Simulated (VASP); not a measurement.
# WS3: single point with PBE

The system is WS3.

```xyz
8
Lattice="6.3683 0.0000 0.0000 0.0000 6.3683 0.0000 0.0000 0.0000 6.5673" Properties=species:S:1:pos:R:3 pbc="T T T"
W     3.1841    0.0000    5.9803
W     0.0000    3.1841    0.5870
S     1.5921    4.7762    0.0000
S     4.7762    4.7762    0.0000
S     4.7762    1.5921    0.0000
S     1.5921    1.5921    0.0000
S     3.1841    0.0000    3.8528
S     0.0000    3.1841    2.7146
```

```
Program                : VASP 6.6.1
Task                   : single point
Functional             : PBE
Potentials or basis    : VASP PAW PBE potentials, release 64 (W_sv, S)
Cutoff                 : 520 eV
k mesh                 : 6 × 6 × 8
Occupations            : gaussian, width 0.1 eV
Spin                   : no spin polarisation
Dipole correction      : no
Further INCAR settings : ALGO = Fast; EDIFF = 1e-07; NBANDS = 42
```

```yaml
Pressure: 0.0 GPa
Largest_force: 0.016 eV/Å
Band_gap_on_the_k_mesh: zero (filled and empty bands touch)
```

Forces on the atoms (eV/Å):
```
W    0.000  0.000 -0.007
W    0.000  0.000  0.007
S    0.000  0.000  0.000
S    0.000  0.000  0.000
S    0.000  0.000  0.000
S    0.000  0.000  0.000
S    0.000  0.000  0.016
S    0.000  0.000 -0.016
```

Levels at points of the mesh, in eV from the Fermi level:
```
           k point  band 28  band 29  band 30  band 31  band 32  band 33  band 34  band 35  band 36  band 37
(0.00, 0.00, 0.00)    -1.30    -1.30    -1.04    -0.79    -0.79     0.31     0.48     0.48     0.54     0.85
(0.50, 0.00, 0.00)    -2.18    -1.47    -1.47    -0.54    -0.54     0.69     0.69     0.90     0.90     1.58
(0.50, 0.50, 0.00)    -2.60    -2.16    -2.16    -1.23    -1.23     0.51     0.51     1.22     1.22     1.64
(0.00, 0.00, 0.50)    -1.17    -1.17    -1.06    -0.83    -0.83     0.54     0.74     0.74     0.84     0.85
(0.50, 0.00, 0.50)    -1.89    -1.26    -1.26    -0.51    -0.51     0.69     0.69     1.03     1.03     1.39
(0.50, 0.50, 0.50)    -2.24    -2.15    -2.15    -1.16    -1.16     0.82     0.82     1.30     1.30     1.63
```

Wall time 18 min on 1 thread of AMD EPYC 9755 128-Core Processor, on a shared host, peak memory 0.57 GiB.

Caveat: spin-orbit coupling is left out, which moves the levels of the heavy elements.
